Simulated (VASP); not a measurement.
Input of a VASP 6.6.1 run:

File INCAR:

```
PREC = Accurate
ENCUT = 520
EDIFF = 1E-7
ISMEAR = 0
SIGMA = 0.1
LREAL = False
LASPH = True
NELM = 150
ALGO = Normal
ISIF = 2
LWAVE = False
LCHARG = False
ISPIN = 2
MAGMOM = 0 0 0 0 0 0 0 0 0 0 0 0 1
LORBIT = 11
LDIPOL = True
IDIPOL = 3
DIPOL = 0.5 0.5 0.309
GGA = PE
NBANDS = 34
```

Contents of KPOINTS:

```
Automatic mesh
0
Gamma
  6 6 1
```

The input POSCAR:

```
Al12H
1.0
    5.7143028096      0.0000000000      0.0000000000
   -2.8571514048      4.9487313980      0.0000000000
    0.0000000000      0.0000000000     21.6016424764
Al H
12 1
Direct
    0.3333333333      0.1666666667      0.1851711047
    0.3333333333      0.6666666667      0.1851711047
    0.8333333333      0.1666666667      0.1851711047
    0.8333333333      0.6666666667      0.1851711047
    0.1666666667      0.3333333333      0.2916873740
    0.1666666667      0.8333333333      0.2916873740
    0.6666666667      0.3333333333      0.2916873740
    0.6666666667      0.8333333333      0.2916873740
    0.0000000000      0.0000000000      0.3981939098
    0.0000000000      0.5000000000      0.3981939098
    0.5000000000      0.0000000000      0.3981939098
    0.5000000000      0.5000000000      0.3981939098
    0.1111111111     -0.1111111111      0.5171663446
```

Potentials or basis: VASP PAW PBE potentials, release 64 (Al, H).

Run with:

```console
$ cat potpaw_PBE.64/Al/POTCAR potpaw_PBE.64/H/POTCAR > POTCAR
$ mpirun -np 1 vasp_std > vasp.out
```

Problem. What does it give for the largest force?

Solution. 0.883 eV/Å.

Problem. Estimate the net moment.

Solution. 0.44 μB per cell.

Problem. What does it give for the site moments?

Solution. Al -0.00, +0.00, -0.01 (each value once); H +0.21 μB.

Forces in eV/Å, atoms in the order of the input:
```
Al   0.020  0.071 -0.036
Al   0.050 -0.029 -0.040
Al  -0.020  0.012 -0.071
Al  -0.052 -0.053 -0.036
Al  -0.027  0.030 -0.042
Al   0.032 -0.019  0.091
Al   0.048 -0.028 -0.055
Al  -0.040  0.008 -0.042
Al   0.175 -0.101  0.774
Al  -0.007  0.048  0.168
Al  -0.045 -0.018  0.168
Al  -0.013  0.007 -0.008
H   -0.120  0.069 -0.872
```
